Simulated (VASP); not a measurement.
# TaBi (F-43m) in VASP: further runs, part 2 of 2

VASP 6.6.1.

**3. Single point, PBE (32.36 Å³/atom)**

This run uses another cell than the first one, of 32.36 Å³/atom.

INCAR reads:

```
SYSTEM = TaBi
PREC = Accurate
ENCUT = 520
EDIFF = 1E-7
ISMEAR = 0
SIGMA = 0.05
LREAL = .False.
LASPH = .True.
NELM = 80
ALGO = Normal
ISIF = 2
LWAVE = .False.
LCHARG = .False.
GGA = PE
NBANDS = 20
```

KPOINTS reads:

```
Automatic mesh
0
Gamma
  10 10 10
  0 0 0
```

POSCAR reads:

```
TaBi
1.0
    0.0000000000      3.1868219515      3.1868219515
    3.1868219515      0.0000000000      3.1868219515
    3.1868219515      3.1868219515      0.0000000000
Ta Bi
1 1
Direct
    0.0000000000      0.0000000000      0.0000000000
    0.2500000000      0.2500000000      0.2500000000
```

Potentials or basis: VASP PAW PBE potentials, release 64 (Ta_pv, Bi_d).

Run with:

```bash
$ cat potpaw_PBE.64/Ta_pv/POTCAR potpaw_PBE.64/Bi_d/POTCAR > POTCAR
$ mpirun -np 1 vasp_std > vasp.out
```

OUTCAR:

```text
SYSTEM = TaBi
   PREC = Accurate
   ENCUT = 520
   EDIFF = 1E-7
   ISMEAR = 0
   LREAL = .False.
   LASPH = .True.
   NELM = 80
   ISIF = 2
   GGA = PE

 ion  position               nearest neighbor table
   1  0.000  0.000  0.000-   2 2.76   2 2.76   2 2.76   2 2.76
   2  0.250  0.250  0.250-   1 2.76   1 2.76   1 2.76   1 2.76

  LATTYP: Found a face centered cubic cell.
 ALAT       =     6.3736439030

  Lattice vectors:

 A1 = (   0.0000000000,   3.1868219515,   3.1868219515)
 A2 = (   3.1868219515,   0.0000000000,   3.1868219515)
 A3 = (   3.1868219515,   3.1868219515,   0.0000000000)

Analysis of symmetry for initial positions (statically):
=====================================================================
 Subroutine PRICEL returns:
 Original cell was already a primitive cell.

 Routine SETGRP: Setting up the symmetry group for a
 face centered cubic supercell.

 Subroutine GETGRP returns: Found 24 space group operations
 (whereof 24 operations were pure point group operations)
 out of a pool of 48 trial point group operations.

The static configuration has the point symmetry T_d .

Analysis of symmetry for dynamics (positions and initial velocities):
=====================================================================
 Subroutine PRICEL returns:
 Original cell was already a primitive cell.

 Routine SETGRP: Setting up the symmetry group for a
 face centered cubic supercell.

 Subroutine GETGRP returns: Found 24 space group operations
 (whereof 24 operations were pure point group operations)
 out of a pool of 48 trial point group operations.

The dynamic configuration has the point symmetry T_d .

 Subroutine INISYM returns: Found 24 space group operations
 (whereof 24 operations are pure point group operations),
 and found     1 'primitive' translations

----------------------------------------------------------------------------------------

                                     Primitive cell

  volume of cell :      64.7297

  direct lattice vectors                    reciprocal lattice vectors
     0.000000000  3.186821951  3.186821951    -0.156896120  0.156896120  0.156896120
     3.186821951  0.000000000  3.186821951     0.156896120 -0.156896120  0.156896120
     3.186821951  3.186821951  0.000000000     0.156896120  0.156896120 -0.156896120

  length of vectors
     4.506846825  4.506846825  4.506846825     0.271752052  0.271752052  0.271752052

  position of ions in fractional coordinates (direct lattice)
     0.000000000  0.000000000  0.000000000
     0.250000000  0.250000000  0.250000000

  ion indices of the primitive-cell ions
   primitive index   ion index
                 1           1
                 2           2

----------------------------------------------------------------------------------------

 KPOINTS: Automatic mesh

Automatic generation of k-mesh.
 Grid dimensions read from file:
 generate k-points for:   10   10   10

 Generating k-lattice:

  Cartesian coordinates                     Fractional coordinates (reciprocal lattice)
    -0.015689612  0.015689612  0.015689612     0.100000000  0.000000000  0.000000000
     0.015689612 -0.015689612  0.015689612     0.000000000  0.100000000  0.000000000
     0.015689612  0.015689612 -0.015689612     0.000000000  0.000000000  0.100000000

  Length of vectors
     0.027175205  0.027175205  0.027175205

  Shift w.r.t. Gamma in fractional coordinates (k-lattice)
     0.000000000  0.000000000  0.000000000

 Subroutine IBZKPT returns following result:
 ===========================================

 Found     47 irreducible k-points:

 Following reciprocal coordinates:
            Coordinates               Weight
  0.000000  0.000000  0.000000      1.000000
  0.100000  0.000000  0.000000      8.000000
  0.200000  0.000000  0.000000      8.000000
  0.300000  0.000000  0.000000      8.000000
  0.400000  0.000000  0.000000      8.000000
  0.500000  0.000000  0.000000      4.000000
[... 16 lines left out ...]
  0.300000  0.300000  0.000000      6.000000
  0.400000  0.300000  0.000000     24.000000
 [... further k-points ...]
   k-points           NKPTS =     47   k-points in BZ     NKDIM =     47   number of bands    NBANDS=     20
   number of dos      NEDOS =    301   number of ions     NIONS =      2
   total plane-waves  NPLWV =  46656
   dimension x,y,z NGX =    36 NGY =   36 NGZ =   36
   dimension x,y,z NGXF=    72 NGYF=   72 NGZF=   72
   ions per type =               1   1
   NGX,Y,Z   is equivalent  to a cutoff of  13.28, 13.28, 13.28 a.u.
   NGXF,Y,Z  is equivalent  to a cutoff of  26.56, 26.56, 26.56 a.u.
 SYSTEM =  TaBi
   PREC   = accura    normal or accurate (medium, high low for compatibility)
   ISTART =      0    job   : 0-new  1-cont  2-samecut
   ICHARG =      2    charge: 1-file 2-atom 10-const
   ISPIN  =      1    spin polarized calculation?
   LNONCOLLINEAR =      F non collinear calculations
   LSORBIT =      F    spin-orbit coupling
   LASPH  =      T    aspherical Exc in radial PAW
   ENCUT  =  520.0 eV  38.22 Ry    6.18 a.u.   8.38  8.38  8.38*2*pi/ulx,y,z
   NELM   =     80;   NELMIN=  2; NELMDL= -5     # of ELM steps
   EDIFF  = 0.1E-06   stopping-criterion for ELM
   LREAL  =      F    real-space projection
   EDIFFG = 0.1E-05   stopping-criterion for IOM
   NSW    =      0    number of steps for IOM
   IBRION =     -1    ionic relax: 0-MD 1-quasi-New 2-CG
   NFREE  =      0    steps in history (QN), initial steepest desc. (CG)
   ISIF   =      2    stress and relaxation
   ISYM   =      2    0-nonsym 1-usesym 2-fastsym
   POTIM  = 0.5000    time-step for ionic-motion
   TEBEG  =    0.0;   TEEND  =   0.0 temperature during run
   PSTRESS=    0.0 pullay stress
   NELECT =      26.0000    total number of electrons
   NUPDOWN=      -1.0000    fix difference up-down
   EMIN   =  10.00;   EMAX   =-10.00  energy-range for DOS
   EFERMI =   0.00;   METHOD = LEGACY
   ISMEAR =     0;   SIGMA  =   0.05  broadening in eV -4-tet -1-fermi 0-gaus
   EFERMI_NEDOS =   21; number of points for ismear=-14 and -15
   IALGO  =     38    algorithm
   IMIX   =      4    mixing-type and parameters
     AMIX     =   0.40;   BMIX     =  1.00
     AMIX_MAG =   1.60;   BMIX_MAG =  1.00
  volume/ion in A,a.u.               =      32.36       218.41
  Fermi-wavevector in a.u.,A,eV,Ry     =   1.207901  2.282603 19.851251  1.459026
  Thomas-Fermi vector in A             =   2.343525
   LORBIT       =      0    0 simple, 1 ext, 2 COOP (PROOUT), +10 PAW based schemes
   GGA     = PE    functional components
   LHFCALC =     F    Hartree Fock is set to
   AEXX    =    0.0000 exact exchange contribution
   IVDW    =     0    specifies the selected vdW correction
   LEPSILON=     F    determine dielectric tensor
   LRPA    =     F    only Hartree local field effects (RPA)
 non-spin polarized calculation
 Gauss-broadening in eV      SIGMA  =   0.05
  energy-cutoff  :      520.00
  volume of cell :       64.73
 maximum number of plane-waves:      1807
 NGX is ok and might be reduce to    36
   NGX = 17   NGY = 17   NGZ = 17

 number of electron      26.0000003 magnetization

 Free energy of the ion-electron system (eV)
  ---------------------------------------------------
  ext. energy  EPLUGINS =         0.00000000
  ---------------------------------------------------
  free energy    TOTEN  =       -12.42452585 eV

  energy without entropy =      -12.41942205  energy(sigma->0) =      -12.42197395

 E-fermi :   4.7226     XC(G=0):  -9.5945

 val. band max:        4.7099330589   @ k =   0.5000   0.1000   0.0000
 cond. band min:       4.7285066509   @ k =  -0.4000   0.5000   0.1000
 fundamental gap:      0.0185735920
 Fermi energy:         4.7225950503

 k-point     1 :       0.0000    0.0000    0.0000
  band No.  band energies     occupation
      1     -30.6617      2.00000
      2     -30.6617      2.00000
      3     -30.6617      2.00000
      4     -17.8853      2.00000
      5     -17.8853      2.00000
      6     -17.8853      2.00000
[... 12 lines left out ...]
     19      10.8129      0.00000
     20      10.8129      0.00000
[... 507 lines left out ...]
 k-point    24 :       0.4000    0.3000    0.0000
  band No.  band energies     occupation
      1     -30.6685      2.00000
      2     -30.6626      2.00000
      3     -30.6623      2.00000
      4     -17.9131      2.00000
      5     -17.8917      2.00000
      6     -17.8903      2.00000
[... 12 lines left out ...]
     19      10.6652      0.00000
     20      13.3918      0.00000

 [... further k-points ...]

------------------------ aborting loop because EDIFF is reached ----------------------------------------

  FORCE on cell =-STRESS in cart. coord.  units (eV):
  Direction    XX          YY          ZZ          XY          YZ          ZX
  --------------------------------------------------------------------------------------
  -------------------------------------------------------------------------------------
  Total        1.0974384      1.0974384      1.0974384      0.0000000      0.0000000      0.0000000
  in kB       27.1636008     27.1636008     27.1636008      0.0000000      0.0000000      0.0000000
  external PRESSURE =      27.1636008 kB  Pullay stress =       0.0000000 kB

 VOLUME and BASIS-vectors are now :
 -----------------------------------------------------------------------------
  energy-cutoff  :      520.00
  volume of cell :       64.73
      direct lattice vectors                 reciprocal lattice vectors
     0.000000000  3.186821951  3.186821951    -0.156896120  0.156896120  0.156896120
     3.186821951  0.000000000  3.186821951     0.156896120 -0.156896120  0.156896120
     3.186821951  3.186821951  0.000000000     0.156896120  0.156896120 -0.156896120

 POSITION                                       TOTAL-FORCE (eV/Angst)
 -----------------------------------------------------------------------------------
      0.00000      0.00000      0.00000         0.000000     -0.000000      0.000000
      1.59341      1.59341      1.59341        -0.000000      0.000000     -0.000000
 -----------------------------------------------------------------------------------
    total drift:                                0.000000      0.000000      0.000000

  FREE ENERGIE OF THE ION-ELECTRON SYSTEM (eV)
  ---------------------------------------------------
  free  energy   TOTEN  =       -12.4245258491 eV

  energy  without entropy=      -12.4194220542  energy(sigma->0) =      -12.42197395
```

Wall time 93 s (1 thread of Intel Xeon 8259CL, shared host); peak memory 0.24 GiB.

Results:

```yaml
Free_energy: -12.4245 eV
Pressure: 2.7 GPa
Band_gap_on_the_k_mesh: zero (bands 13 and 14 overlap by 0.26 eV)
```

Caveat: spin-orbit coupling is left out, which moves the levels of the heavy elements.
